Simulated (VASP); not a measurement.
Input of a VASP 6.6.1 run:

Contents of INCAR:

```
ALGO     = Normal         # electronic algorithm
EDIFF    = 1E-6           # SCF threshold, eV
ENCUT    = 520            # plane-wave cutoff, eV
GGA      = CA             # functional
ISIF     = 2              # what is computed and relaxed
ISMEAR   = 0              # smearing method
LASPH    = True           # aspherical terms in the spheres
LCHARG   = False          # write CHGCAR
LREAL    = False          # projectors in reciprocal space
LWAVE    = False          # write WAVECAR
NBANDS   = 17             # bands
NELM     = 80             # most SCF steps
PREC     = Accurate       # precision mode
SIGMA    = 0.05           # smearing width, eV
```

The input KPOINTS:

```
k-points
0
Gamma
  8 8 8
```

File POSCAR:

```
SnSe
1.0
    0.0000000000      3.0100000000      3.0100000000
    3.0100000000      0.0000000000      3.0100000000
    3.0100000000      3.0100000000      0.0000000000
Sn Se
1 1
Direct
   -0.0205554297      0.0000000000      0.0000000000
    0.5000000000      0.5000000000      0.5000000000
```

Potentials or basis: VASP PAW LDA potentials, release 64 (Sn_d, Se).

The run is started by

```bash
$ cat potpaw_LDA.64/Sn_d/POTCAR potpaw_LDA.64/Se/POTCAR > POTCAR
$ mpirun -np 1 vasp_std > vasp.out
```

Problem. Predict the pressure.

Solution. -3.2 GPa.

Problem. What does it give for the largest force?

Solution. 0.012 eV/Å.

Problem. Estimate the band gap on the k mesh.

Solution. 0.61 eV, direct.

Stress tensor (GPa, compression positive):
```
-3.22  0.00  0.00
 0.00 -3.12  0.06
 0.00  0.06 -3.12
```

Caveat: the cell differs from its parent crystal (all Sn atoms moved +0.087 Å, as atom 1 towards its neighbour atom 1 (Sn) at 4.257 Å); spin-orbit coupling is left out, which moves the levels of the heavy elements. A k mesh can miss the band edges.
